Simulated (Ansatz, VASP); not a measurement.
## Al: VASP beside Ansatz

```
Al
1.0
     0.00000    2.02040    2.02040
     2.02040    0.00000    2.02040
     2.02040    2.02040    0.00000
Al
1
Cartesian
  0.0000 0.0000 0.0000
```

Alike in both runs: functional PBE; k mesh 18 × 18 × 18; occupations gaussian, width 0.1 eV; no spin polarisation.

Ansatz relaxed the structure, and its values are those at the end. VASP's run is a single point on that final structure, the one shown.

|  | VASP | Ansatz |
| --- | --- | --- |
| version | VASP 6.6.1 | Ansatz 0.2.0 |
| potentials or method | VASP PAW PBE potentials, release 64 (Al), cutoff 500 eV | scalar-relativistic, plane waves, PAW |
| valence electrons in the cell | 3 | 3 |

|  | VASP | Ansatz | Ansatz less VASP |
| --- | --- | --- | --- |
| gap on the k mesh at the Fermi level (eV) | none | none | - |
| pressure (GPa) | 0.0 | 0.0 | +0.01 |

A gap of «none» marks a metal or a gap that the smearing closes.
